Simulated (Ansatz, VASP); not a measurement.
**CdHgS2: VASP beside Ansatz**

Contents of INCAR:

```
ALGO = Normal
EDIFF = 1E-6
ENCUT = 520
GGA = PE
ISIF = 2
ISMEAR = -1
LASPH = T
LCHARG = T
LELF = T
LREAL = F
LVHAR = T
LWAVE = F
NBANDS = 26
NELM = 100
PREC = Accurate
SIGMA = 0.02
```

KPOINTS

```
k-points
0
Gamma
  6 6 4
```

POSCAR

```
CdHgS2
1.0
    4.1808544811      0.0000000000      0.0000000000
    0.0000000000      4.1808544811      0.0000000000
    0.0000000000      0.0000000000      5.5341816492
Cd S Hg
1 2 1
Direct
    0.0000000000      0.0000000000      0.0000000000
    0.0000000000      0.5000000000      0.2462703360
    0.5000000000      0.0000000000      0.7537296640
    0.5000000000      0.5000000000      0.5000000000
```

Input for Ansatz:

```yaml
crystal:
  lattice:
    - [4.1808544811, 0.0, 0.0]
    - [0.0, 4.1808544811, 0.0]
    - [0.0, 0.0, 5.5341816492]
  atoms:
    - { symbol: Cd, position: [0.0, 0.0, 0.0] }
    - { symbol: S, position: [0.0, 0.5, 0.246270336] }
    - { symbol: Hg, position: [0.5, 0.5, 0.5] }
    - { symbol: S, position: [0.5, 0.0, 0.753729664] }
kpoints:
  mp_grid: { grid: [6, 6, 4] }
  band_path:
    path:
      - [0.0, 0.0, 0.0]
      - [0.0, 0.5, 0.0]
      - [0.5, 0.5, 0.0]
      - [0.0, 0.0, 0.5]
      - [0.0, 0.5, 0.5]
      - [0.5, 0.5, 0.5]
    npoints: 1
hamiltonian:
  xc: pbe
scf:
  occupations: { method: fermi_dirac, width: 0.02 }
  n_extra_bands: 5
output:
  forces: true
  stress: true
  eigenvalues: true
  write_density: true
  write_potential: true
  elf: true
  volumetric_format: npy
```

Change from the starting cell: uniaxial_z strain -6.0%.

Alike in both runs: task single point; functional PBE; k mesh 6 × 6 × 4; occupations fermi-dirac, width 0.02 eV; no spin polarisation.

|  | VASP | Ansatz |
| --- | --- | --- |
| version | VASP 6.6.1 | Ansatz 0.2.0 |
| potentials or method | VASP PAW PBE potentials, release 64 (Cd, S, Hg) | plane waves, PAW |
| plane-wave cutoff (eV) | 520 | 420 |
| valence electrons in the cell | 36 | 52 |

Ansatz gave:

```
pressure (GPa)                     : 5.6
rms of the force components (eV/Å) : 0.006
```

What did VASP give for the same quantities?

Pressure (GPa): 6.0; rms of the force components (eV/Å): 0.005.

The functional is the same, so the differences come from potentials, cutoffs and numerics. VASP's potentials hold 36 valence electrons a cell and Ansatz's 52, so a difference there can come from the potentials and not from the codes.

Neither program's run includes spin-orbit coupling.
